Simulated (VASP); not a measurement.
Wanted: the native input for a VASP 6.6.1 run.

| Quantity | Value |
| --- | --- |
| Task | relaxation of cell and atoms |
| Functional | PBE |
| Potentials or basis | VASP PAW PBE potentials, release 64 (Eu, H) |
| Cutoff | 600 eV |
| k mesh | 6 × 6 × 6 |
| Occupations | gaussian, width 0.1 eV |
| Spin | collinear spin, ferromagnetic start |
| Starting moments | [7.0, 0.0, 0.0, 0.0, 0.0] μB |
| Dipole correction | no |
| Further INCAR settings | ALGO = Normal; EDIFF = 1e-07; IBRION = 2; EDIFFG = -0.04; NSW = 90; ISIF = 3 |

The structure of EuH4 lies in POSCAR:

```
EuH4
1.0
   -2.7815664900      2.7815664900      1.7450112800
    2.7815664900     -2.7815664900      1.7450112800
    2.7815664900      2.7815664900     -1.7450112800
Eu H
1 4
Direct
    0.0000000000      0.0000000000      0.0000000000
    0.4000000100      0.2000000100      0.6000000200
    0.2000000100      0.5999999900      0.8000000000
    0.5999999900      0.7999999900      0.3999999800
    0.7999999900      0.4000000100      0.2000000000
```

The cell was generated, and may not be a known phase.

One way to write it, as run:

INCAR

```
SYSTEM = EuH4
  ALGO = Normal
  EDIFF = 1E-7
  EDIFFG = -0.04
  ENCUT = 600
  GGA = PE
  IBRION = 2
  ISIF = 3
  ISMEAR = 0
  ISPIN = 2
  LASPH = .True.
  LCHARG = .False.
  LMAXMIX = 6
  LORBIT = 11
  LREAL = .False.
  LWAVE = .False.
  MAGMOM = 7 0 0 0 0
  NELM = 150
  NSW = 90
  PREC = Accurate
  SIGMA = 0.1
```

KPOINTS

```
k-points
0
Gamma
  6 6 6
  0 0 0
```

Potentials or basis: VASP PAW PBE potentials, release 64 (Eu, H).

Command:

```console
$ cat potpaw_PBE.64/Eu/POTCAR potpaw_PBE.64/H/POTCAR > POTCAR
$ mpirun -np 1 vasp_std > vasp.out
```

Results of the run:

- Relaxed volume: 8.12 Å³/atom
- Relaxed cell: a = 3.756 Å, b = 3.756 Å, c = 3.756 Å, α = 107.38°, β = 107.38°, γ = 113.74°
- Space group after relaxing (to 0.1 Å): I4/mmm (No. 139)
- Energy gained by relaxing: 351.5 meV/atom
- Ionic steps: 21
- Pressure after relaxing: 0.2 GPa
- Largest force after relaxing: 0.020 eV/Å
- Net moment: 6.58 μB per cell
- Site moments: Eu +6.36; H -0.01 μB
- Valence electrons inside the program's atomic spheres: Eu 14.76; H 0.50

Caveat: the volume moved by over 15 % at a fixed basis, so the end points are rough; semilocal functionals describe open f shells poorly, which spoils levels, moments and volumes.

It took 40 min on 1 thread of Intel(R) Xeon(R) Platinum 8488C (Sapphire Rapids), on a shared host, peak memory 0.35 GiB.
